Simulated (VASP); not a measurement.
## SrB4: single point with PBEsol

The system is SrB4.

```xyz
5
Lattice="0.0000 3.6882 0.0000 3.6882 0.0000 0.0000 1.8441 1.8441 -4.4649" Properties=species:S:1:pos:R:3 pbc="T T T"
Sr    0.0000    0.0000    0.0000
B     1.8441    1.8441   -1.0716
B     3.6882    3.6882   -3.3933
B     1.8441    3.6882   -2.2324
B     3.6882    1.8441   -2.2324
```

```json
{"Program": "VASP 6.6.1", "Task": "single point", "Functional": "PBEsol", "Potentials or basis": "VASP PAW PBE potentials, release 64 (Sr_sv, B)", "Cutoff": "520 eV", "k mesh": "5 × 5 × 5", "Occupations": "fermi-dirac, width 0.1 eV", "Spin": "no spin polarisation"}
```

```
Pressure               : -24.0 GPa
Largest force          : 1.413 eV/Å
Band gap on the k mesh : zero (band 11 reaches 5.66 eV, above the bottom of band 12 at 4.20 eV)
```

Forces on the atoms (eV/Å):
```
Sr   0.000  0.000  0.000
B    0.000  0.000 -1.413
B    0.000  0.000  1.413
B    0.000  0.000  0.000
B    0.000  0.000  0.000
```

Stress tensor (GPa, compression positive):
```
-22.17   0.00   0.00
  0.00 -22.17   0.00
  0.00   0.00 -27.77
```

Levels at points of the mesh, in eV from the Fermi level:
| k point | band 9 | band 10 | band 11 | band 12 | band 13 | band 14 |
| --- | --- | --- | --- | --- | --- | --- |
| (0.00, 0.00, 0.00) | -3.32 | -1.57 | -0.25 | 0.56 | 0.56 | 2.81 |

It took 12 s on 1 thread of Intel(R) Xeon(R) Platinum 8488C (Sapphire Rapids) (shared host), peak memory 0.18 GiB.

Caveat: the k points lie up to 0.37 Å⁻¹ apart; the PAW data sets were made with another functional, which shifts forces and pressure a little.
